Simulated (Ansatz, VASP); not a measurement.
**One calculation of SnSe, two programs**

Contents of INCAR:

```
PREC = Accurate
ENCUT = 600
EDIFF = 1E-7
ISMEAR = 0
SIGMA = 0.02
LREAL = F
LASPH = T
NELM = 100
ALGO = Normal
ISIF = 3
LWAVE = F
LCHARG = F
GGA = PE
IBRION = 2
NSW = 100
EDIFFG = -0.01
```

The input KPOINTS:

```
Automatic mesh
0
Gamma
  12 12 12
```

The input POSCAR:

```
SnSe
1.0
   -2.1374417381      2.1374417381      3.0303346635
    2.1374417381     -2.1374417381      3.0303346635
    2.1374417381      2.1374417381     -3.0303346635
Sn Se
1 1
Direct
    0.2578476258      0.2578476258      0.0000000000
    0.7421523742      0.7421523742      0.0000000000
```

Input for Ansatz:

```yaml
crystal:
  lattice:
    - [-2.1374417381, 2.1374417381, 3.0303346635]
    - [2.1374417381, -2.1374417381, 3.0303346635]
    - [2.1374417381, 2.1374417381, -3.0303346635]
  atoms:
    - { symbol: Sn, position: [0.2578476258, 0.2578476258, 0.0] }
    - { symbol: Se, position: [0.7421523742, 0.7421523742, 0.0] }
basis:
  ecutwfc: 420
kpoints:
  mp_grid: { grid: [12, 12, 12] }
hamiltonian:
  xc: pbe
scf:
  occupations: { method: gaussian, width: 0.02 }
output:
  forces: true
  stress: true
  eigenvalues: true
  write_density: true
  write_potential: true
  elf: true
  volumetric_format: npy
relax:
  adjacent_minimum: "off"
  f_tol: 0.01
  max_steps: 80
  cell: { stress_tol: 0.05 }
```

Alike in both runs: task relaxation of cell and atoms; functional PBE; k mesh 12 × 12 × 12; occupations gaussian, width 0.02 eV; no spin polarisation.

|  | VASP | Ansatz |
| --- | --- | --- |
| version | VASP 6.6.1 | Ansatz 0.2.0 |
| potentials or method | VASP PAW PBE potentials, release 64 (Sn_d, Se), cutoff 600 eV | scalar-relativistic, plane waves, PAW |
| valence electrons in the cell | 20 | 30 |

```csv
,VASP,Ansatz,Ansatz less VASP
"gap on the k mesh at the Fermi level, each at its own relaxed structure (eV)",0.42,0.46,+0.044
relaxed volume (Å³/atom),27.94,28.01,+0.071
relaxed length of the cell vector where the two differ most in proportion (Å),4.293,4.298,+0.0053
```

VASP's potentials hold 20 valence electrons a cell and Ansatz's 30, so a difference there can come from the potentials and not from the codes.
